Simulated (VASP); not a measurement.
**TaN: single point with BLYP**

TaN:

```
Ta N
1.0
     2.98335    0.00000    0.00000
    -1.49168    2.58366    0.00000
     0.00000    0.00000    2.92858
Ta N
1 1
Direct
  0.00000 0.00000 0.50000
  0.66667 0.33333 0.00000
```

```
Program             : VASP 6.6.1
Task                : single point
Functional          : BLYP
Potentials or basis : VASP PAW PBE potentials, release 64 (Ta_pv, N)
Cutoff              : 520 eV
k mesh              : 8 × 8 × 7
Occupations         : methfessel-paxton, width 0.001 eV
Spin                : non-collinear spin, zero start, spin-orbit coupling
Starting moments    : [[0.0, 0.0, 0.0], [0.0, 0.0, 0.0]] μB
```

```json
{"Pressure": "2.2 GPa", "Net moment": "0.00 μB per cell", "Valence electrons inside the program's atomic spheres": "Ta 8.91; N 3.74"}
```

Stress tensor (GPa, compression positive):
```
2.13 0.00 0.00
0.00 2.13 0.00
0.00 0.00 2.32
```

Moments on the atoms (μB; x, y, z):
```
Ta  0.00 0.00 0.00
N   0.00 0.00 0.00
```

Wall time 44 s on 1 thread of Intel(R) Xeon(R) 6975P-C (Granite Rapids), on a shared host, peak memory 0.22 GiB.

Caveat: the PAW data sets were made with another functional, which shifts forces and pressure a little.
